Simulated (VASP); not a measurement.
A run of VASP 6.6.1 is set up as follows.

The input INCAR:

```
SYSTEM = InAs
PREC     = Accurate       ! precision mode
ENCUT    = 520            ! plane-wave cutoff, eV
EDIFF    = 1E-7           ! SCF threshold, eV
ISMEAR   = 0              ! smearing method
SIGMA    = 0.02           ! smearing width, eV
LREAL    = .FALSE.        ! projectors in reciprocal space
LASPH    = .TRUE.         ! aspherical terms in the spheres
NELM     = 80             ! most SCF steps
ALGO     = Normal         ! electronic algorithm
ISIF     = 2              ! what is computed and relaxed
LWAVE    = .FALSE.        ! write WAVECAR
LCHARG   = .TRUE.         ! write CHGCAR
GGA      = PE             ! functional
LELF     = .TRUE.         ! ELF
LVHAR    = .TRUE.       
NBANDS   = 16             ! bands
```

The input KPOINTS:

```
regular mesh
0
G
  8 8 8
  0 0 0
```

File POSCAR:

```
InAs
1.0
    0.0000000000      3.0180000000      3.0180000000
    3.0180000000      0.0000000000      3.0180000000
    3.0180000000      3.0180000000      0.0000000000
In As
1 1
Direct
    0.0000000000      0.0000000000      0.0000000000
    0.7500000000      0.7500000000      0.7500000000
```

Potentials or basis: VASP PAW PBE potentials, release 64 (In_d, As).

The run is started by

```sh
$ cat potpaw_PBE.64/In_d/POTCAR potpaw_PBE.64/As/POTCAR > POTCAR
$ mpirun -np 1 vasp_std > vasp.out
```

(1) Predict the pressure.

(2) Predict the band gap on the k mesh.

## Answers

(1) 4.4 GPa.

(2) zero (filled and empty bands touch).

Caveat: spin-orbit coupling is left out, which moves the levels of the heavy elements.
